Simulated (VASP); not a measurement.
The system is ZnSe.

```
Se Zn
1.0
     0.00000    2.87109    2.87109
     2.87109    0.00000    2.87109
     2.87109    2.87109    0.00000
Se Zn
1 1
Direct
  0.75000 0.75000 0.75000
  0.00000 0.00000 0.00000
```

Base run:

| Property | Result |
| --- | --- |
| Program | VASP 6.6.1 |
| Functional | r2SCAN |
| Potentials or basis | VASP PAW PBE potentials, release 64 (Se, Zn) |
| Cutoff | 520 eV |
| k mesh | 8 × 8 × 8 |
| Occupations | fermi-dirac, width 0.05 eV |
| Spin | no spin polarisation |

Its results: band gap on the k mesh 1.70 eV; pressure -2.3 GPa.

**Question.** The run is repeated on the same cell with these changes: functional from r2SCAN to b88 exchange, pbe correlation; cutoff from 520 eV to 500 eV; further incar settings from ALGO = Normal; EDIFF = 1e-07; NBANDS = 16 to ALGO = Normal; EDIFF = 1e-06; NBANDS = 16. What comes out?

**Answer.** Band gap on the k mesh 1.13 eV; pressure -0.2 GPa.

Caveats: the PAW data sets were made with another functional, which shifts forces and pressure a little.

